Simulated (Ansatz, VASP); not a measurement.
## Two plane-wave programs on Au3C

```
Au C
1.0
     2.94020    0.00000    0.00000
    -1.47010    2.54629    0.00000
     0.00000    0.00000   21.89749
Au C
3 1
Cartesian
  1.4701 0.8488 4.0000
  0.0000 1.6975 6.4492
  0.0000 0.0000 8.8975
  2.4502 -1.4146 12.7675
```

Alike in both runs: task single point; functional PBE; k mesh 9 × 9 × 1; occupations gaussian, width 0.1 eV; no spin polarisation.

```csv
,VASP,Ansatz
version,VASP 6.6.1,Ansatz 0.2.0
potentials or method,"VASP PAW PBE potentials, release 64 (Au, C), cutoff 520 eV","scalar-relativistic, plane waves, PAW"
valence electrons in the cell,37,61
```

```csv
,VASP,Ansatz,Ansatz less VASP
gap on the k mesh at the Fermi level (eV),none,none,-
rms of the force components (eV/Å),0.058,0.057,-0.0014
```

Atom by atom the forces differ by 0.003 eV/Å (rms over components). A gap of «none» marks a metal or a gap that the smearing closes. With one functional, cell and mesh, what is left measures potentials, basis and numerics. VASP's potentials hold 37 valence electrons a cell and Ansatz's 61, so a difference there can come from the potentials and not from the codes.

Neither program's run includes spin-orbit coupling.
